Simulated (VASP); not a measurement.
Here is a VASP 6.6.1 calculation.

INCAR

```
ALGO = Normal
DIPOL = 0.5 0.5 0.500
EDIFF = 1E-7
EDIFFG = -0.04
ENCUT = 450
GGA = PE
GGA_COMPAT = F
IBRION = 2
IDIPOL = 3
ISIF = 2
ISMEAR = 0
IVDW = 12
LASPH = T
LCHARG = F
LDIPOL = T
LREAL = F
LWAVE = F
NELM = 120
NELMDL = -8
NELMIN = 4
NSW = 60
PREC = Accurate
SIGMA = 0.05
```

Contents of KPOINTS:

```
k-points
0
Gamma
  9 9 1
```

Contents of POSCAR:

```
InSe
1.0
    4.0309630959      0.0000000029      0.0000000000
   -2.0154815504      3.4909164413      0.0000000000
    0.0000000000      0.0000000000     22.3829850064
Se In
2 2
Direct
    0.3333333333      0.6666666667      0.3797527451
    0.3333333333      0.6666666667      0.6202472549
    0.6666666667      0.3333333333      0.4375632728
    0.6666666667      0.3333333333      0.5624370011
```

Potentials or basis: VASP PAW PBE potentials, release 64 (Se, In_d).

Run with:

```sh
$ cat potpaw_PBE.64/Se/POTCAR potpaw_PBE.64/In_d/POTCAR > POTCAR
$ mpirun -np 1 vasp_std > vasp.out
```

Problem. What does it give for the dispersion energy per atom?

Solution. -0.221 eV.

Problem. Estimate the band gap on the k mesh.

Solution. 1.61 eV (least direct gap 1.67 eV).

Final structure:
```
CELL_PARAMETERS angstrom
4.03096 0.00000 0.00000
-2.01548 3.49092 0.00000
0.00000 0.00000 22.38299
ATOMIC_POSITIONS crystal
Se 0.33333 0.66667 0.37975
Se 0.33333 0.66667 0.62025
In 0.66667 0.33333 0.43756
In 0.66667 0.33333 0.56244
```

Caveat: the relaxation stopped at its first step, so nothing moved; spin-orbit coupling is left out, which moves the levels of the heavy elements.
